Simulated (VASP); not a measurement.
Runs of VASP 6.6.1 on Ti. The structure is that of space group P6/mmm (No. 191), or close to it. The cells are those of the table. This isn't the form of Ti at room conditions, which is hcp.

```tsv
cell	gap on the mesh (eV)	pressure (GPa)
a = 4.741, b = 4.741, c = 2.939 Å, angles 90.0, 90.0, 120.0°, 3 atoms	none	-13.6
a = 4.290, b = 4.290, c = 2.659 Å, angles 90.0, 90.0, 120.0°, 3 atoms	none	23.1
a = 4.628, b = 4.628, c = 2.939 Å, angles 90.0, 90.0, 120.0°, 3 atoms	none	-10.0
a = 4.290, b = 4.290, c = 2.869 Å, angles 90.0, 90.0, 120.0°, 3 atoms	none	9.4
a = 4.741, b = 4.741, c = 2.799 Å, angles 90.0, 90.0, 120.0°, 3 atoms	none	-9.7
a = 4.290, b = 4.290, c = 2.729 Å, angles 90.0, 90.0, 120.0°, 3 atoms	none	(c)
a = 4.290, b = 4.290, c = 2.799 Å, angles 90.0, 90.0, 120.0°, 3 atoms	none	13.7
a = 4.741, b = 4.741, c = 2.869 Å, angles 90.0, 90.0, 120.0°, 3 atoms	none	-12.0
a = 4.290, b = 4.290, c = 2.939 Å, angles 90.0, 90.0, 120.0°, 3 atoms	none	(b)
a = 4.402, b = 4.402, c = 2.729 Å, angles 90.0, 90.0, 120.0°, 3 atoms	none	(a)
```

Alike in all rows: task single point; level PBEsol; potentials or basis VASP PAW PBE potentials, release 64 (Ti_sv); no spin polarisation; k mesh 12 × 12 × 18; cutoff (eV) 520; smearing gaussian 0.15 eV.

Q: Fill in the values left out.

A: (a) 9.9; (b) 6.4; (c) 17.9.

Caveats: the PAW data sets were made with another functional, which shifts forces and pressure a little; the cell stands under pressure (at least some runs); the cell stands under tension (at least some runs).

A gap of «none» marks levels without a gap at the run's occupations.
